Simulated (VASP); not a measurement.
Write the native input for VASP 6.6.1 that does the following.

| Quantity | Value |
| --- | --- |
| Task | relaxation of cell and atoms |
| Functional | PBE |
| Potentials or basis | VASP PAW PBE potentials, release 64 (Al, Se) |
| Cutoff | 600 eV |
| k mesh | 6 × 6 × 10 |
| Occupations | gaussian, width 0.1 eV |
| Spin | no spin polarisation |
| Dipole correction | no |
| Further INCAR settings | ALGO = Normal; EDIFF = 1e-06; IBRION = 2; EDIFFG = -0.01; NSW = 100; ISIF = 3 |

The structure of Al3Se2 lies in POSCAR:

```
Al3Se2
1.0
    5.8591227202      0.0000000000      0.0000000000
   -2.9295613601      5.0741491196      0.0000000000
    0.0000000000      0.0000000000      3.5256853385
Al Se
3 2
Direct
    0.2845690258      0.0000000000      0.0000000000
    0.0000000000      0.2845690258      0.0000000000
    0.7154309742      0.7154309742      0.0000000000
    0.6666666667      0.3333333333      0.5000000000
    0.3333333333      0.6666666667      0.5000000000
```

The cell was generated, and may not be a known phase.

The input as run:

INCAR

```
SYSTEM = Al3Se2
ALGO = Normal ; EDIFF = 1E-6
EDIFFG = -0.01 ; ENCUT = 600
GGA = PE ; IBRION = 2
ISIF = 3 ; ISMEAR = 0
LASPH = .TRUE. ; LCHARG = .FALSE.
LREAL = .FALSE. ; LWAVE = .FALSE.
NELM = 100 ; NSW = 100
PREC = Accurate ; SIGMA = 0.1
```

KPOINTS

```
k-points
0
G
  6 6 10
  0 0 0
```

Potentials or basis: VASP PAW PBE potentials, release 64 (Al, Se).

The run is started by

```console
$ cat potpaw_PBE.64/Al/POTCAR potpaw_PBE.64/Se/POTCAR > POTCAR
$ mpirun -np 1 vasp_std > vasp.out
```

It gave:

- Relaxed volume: 20.80 Å³/atom
- Relaxed cell: a = 5.822 Å, b = 5.822 Å, c = 3.544 Å, α = 90.00°, β = 90.00°, γ = 120.00°
- Space group after relaxing (to 0.1 Å): P-62m (No. 189)
- Energy gained by relaxing: 0.6 meV/atom
- Ionic steps: 7
- Pressure after relaxing: 0.0 GPa
- Largest force after relaxing: 0.008 eV/Å

Caveat: the highest band is partly filled, so the run has too few bands.

It took 7.2 min on 1 thread of Intel Xeon 8259CL (shared host), peak memory 0.29 GiB.
